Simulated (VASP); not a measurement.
Set up this calculation in VASP 6.6.1, as the native input.

```yaml
Task: single point
Functional: r2SCAN
Potentials_or_basis: VASP PAW PBE potentials, release 64 (Yb)
Cutoff: 520 eV
k_mesh: 8 × 8 × 8
Occupations: fermi-dirac, width 0.05 eV
Spin: no spin polarisation
Dipole_correction: no
Further_INCAR_settings: ALGO = Normal; EDIFF = 1e-06; NBANDS = 18
```

Crystal: Yb.

```
CELL_PARAMETERS angstrom
0.00000 2.60118 2.60118
2.60118 0.00000 2.60118
2.60118 2.60118 0.00000
ATOMIC_POSITIONS crystal
Yb 0.00000 0.00000 0.00000
```

The input as run:

POSCAR

```
Yb
1.0
    0.0000000000      2.6011790937      2.6011790937
    2.6011790937      0.0000000000      2.6011790937
    2.6011790937      2.6011790937      0.0000000000
Yb
1
Direct
    0.0000000000      0.0000000000      0.0000000000
```

INCAR.step1

```
SYSTEM = Yb
  PREC = Accurate
  ENCUT = 520
  ISMEAR = -1
  SIGMA = 0.05
  LREAL = .FALSE.
  LASPH = .TRUE.
  NELM = 80
  NBANDS = 18
  GGA = PE
  ALGO = Normal
  EDIFF = 1E-4
  LWAVE = .TRUE.
  LCHARG = .FALSE.
```

INCAR.step2

```
SYSTEM = Yb
  PREC = Accurate
  ENCUT = 520
  EDIFF = 1E-6
  ISMEAR = -1
  SIGMA = 0.05
  LREAL = .FALSE.
  LASPH = .TRUE.
  NELM = 80
  ALGO = Normal
  ISIF = 2
  LWAVE = .FALSE.
  LCHARG = .TRUE.
  METAGGA = R2SCAN
  LMIXTAU = .TRUE.
  LELF = .TRUE.
  LVHAR = .TRUE.
  NBANDS = 18
  ISTART = 1
```

KPOINTS

```
regular mesh
0
G
  8 8 8
  0 0 0
```

Potentials or basis: VASP PAW PBE potentials, release 64 (Yb).

Run with:

```bash
$ cat potpaw_PBE.64/Yb/POTCAR > POTCAR
$ cp INCAR.step1 INCAR
$ mpirun -np 1 vasp_std > vasp.out
$ cp INCAR.step2 INCAR
$ mpirun -np 1 vasp_std > vasp.out
```

Results of the run:

```yaml
Pressure: -0.2 GPa
Band_gap_on_the_k_mesh: 0.08 eV, indirect (least direct gap 0.30 eV)
```

Caveat: the PAW data sets were made with another functional, which shifts forces and pressure a little; spin-orbit coupling is left out, which moves the levels of the heavy elements.

Wall time 2 min on 1 thread of Intel(R) Xeon(R) Platinum 8559C (Emerald Rapids), on a shared host, peak memory 0.18 GiB.
